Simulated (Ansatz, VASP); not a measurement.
# Two plane-wave programs on SrTiO3

File POSCAR:

```
SrTiO3
1.0
    3.9455357166      0.0000000000      0.0000000000
    0.0000000000      3.9455357166      0.0000000000
    0.0000000000      0.0000000000      3.9455357166
Sr Ti O
1 1 3
Direct
    0.0000000000      0.0000000000      0.0000000000
    0.5000000000      0.5000000000      0.5000000000
    0.5000000000      0.0000000000      0.5000000000
    0.5000000000      0.5000000000      0.0000000000
    0.0000000000      0.5000000000      0.5000000000
```

The input INCAR.step1:

```
PREC     = Accurate       # precision mode
ENCUT    = 520            # plane-wave cutoff, eV
ISMEAR   = 0              # smearing method
SIGMA    = 0.01           # smearing width, eV
LREAL    = False          # projectors in reciprocal space
LASPH    = True           # aspherical terms in the spheres
NELM     = 60             # most SCF steps
NBANDS   = 28             # bands
GGA      = PE             # functional
ALGO     = Normal         # electronic algorithm
EDIFF    = 1E-4           # SCF threshold, eV
LWAVE    = True           # write WAVECAR
LCHARG   = False          # write CHGCAR
```

The input INCAR.step2:

```
PREC     = Accurate       # precision mode
ENCUT    = 520            # plane-wave cutoff, eV
EDIFF    = 1E-6           # SCF threshold, eV
ISMEAR   = 0              # smearing method
SIGMA    = 0.01           # smearing width, eV
LREAL    = False          # projectors in reciprocal space
LASPH    = True           # aspherical terms in the spheres
NELM     = 60             # most SCF steps
ALGO     = Normal         # electronic algorithm
ISIF     = 2              # what is computed and relaxed
LWAVE    = False          # write WAVECAR
LCHARG   = False          # write CHGCAR
METAGGA  = R2SCAN         # meta-GGA
LMIXTAU  = True         
NBANDS   = 28             # bands
ISTART   = 1
```

Contents of KPOINTS:

```
Automatic mesh
0
Gamma
  6 6 6
```

Input for Ansatz:

```yaml
crystal:
  lattice:
    - [3.9455357166, 0.0, 0.0]
    - [0.0, 3.9455357166, 0.0]
    - [0.0, 0.0, 3.9455357166]
  atoms:
    - { symbol: Sr, position: [0.0, 0.0, 0.0] }
    - { symbol: Ti, position: [0.5, 0.5, 0.5] }
    - { symbol: O, position: [0.5, 0.0, 0.5] }
    - { symbol: O, position: [0.5, 0.5, 0.0] }
    - { symbol: O, position: [0.0, 0.5, 0.5] }
kpoints:
  mp_grid: { grid: [6, 6, 6] }
hamiltonian:
  xc: r2scan
scf:
  occupations: { method: fixed }
  n_extra_bands: 5
output:
  forces: true
  stress: true
  eigenvalues: true
```

Alike in both runs: task single point; functional r2SCAN; k mesh 6 × 6 × 6; no spin polarisation.

|  | VASP | Ansatz |
| --- | --- | --- |
| version | VASP 6.6.1 | Ansatz 0.2.0 |
| potentials or method | VASP PAW PBE potentials, release 64 (Sr_sv, Ti_sv, O) | plane waves, PAW |
| plane-wave cutoff (eV) | 520 | 500 |
| occupations | gaussian, width 0.01 eV | fixed |
| valence electrons in the cell | 40 | 40 |

Ansatz gave:

```
gap on the k mesh at the Fermi level (eV) : 2.19
pressure (GPa)                            : -5.2
```

Q: What did VASP give for the same quantities?

A: gap on the k mesh at the Fermi level (eV): 2.21; pressure (GPa): -4.4.

VASP's potentials were made for PBE, not for r2SCAN.
